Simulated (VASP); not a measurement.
Ta, 12 atoms in the cell. The cell holds a slab with vacuum, 12 atoms: a = 4.642 Å, b = 4.642 Å, c = 26.423 Å, α = 90.00°, β = 90.00°, γ = 60.00°. 

```yaml
Program: VASP 6.6.1
Task: single point
Functional: PBEsol
Potentials_or_basis: VASP PAW PBE potentials, release 64 (Ta_pv)
Cutoff: 400 eV
k_mesh: 8 × 8 × 1
Occupations: methfessel-paxton, width 0.1 eV
Spin: no spin polarisation
Dipole_correction: yes
Further_INCAR_settings: ALGO = Normal; EDIFF = 1e-06; NBANDS = 78; NELMDL = -8
```

Potentials or basis: VASP PAW PBE potentials, release 64 (Ta_pv).

Command:

```sh
$ cat potpaw_PBE.64/Ta_pv/POTCAR > POTCAR
$ mpirun -np 1 vasp_std > vasp.out
```

Hardware: 1 thread of Intel(R) Xeon(R) Platinum 8375C CPU @ 2.90GHz (Ice Lake), with other jobs on the host.

Estimate the wall time of this run.

It took 13 min on 1 thread of Intel(R) Xeon(R) Platinum 8375C CPU @ 2.90GHz (Ice Lake), on a shared host, peak memory 0.46 GiB. Counts: scf iterations 37, k points 10.
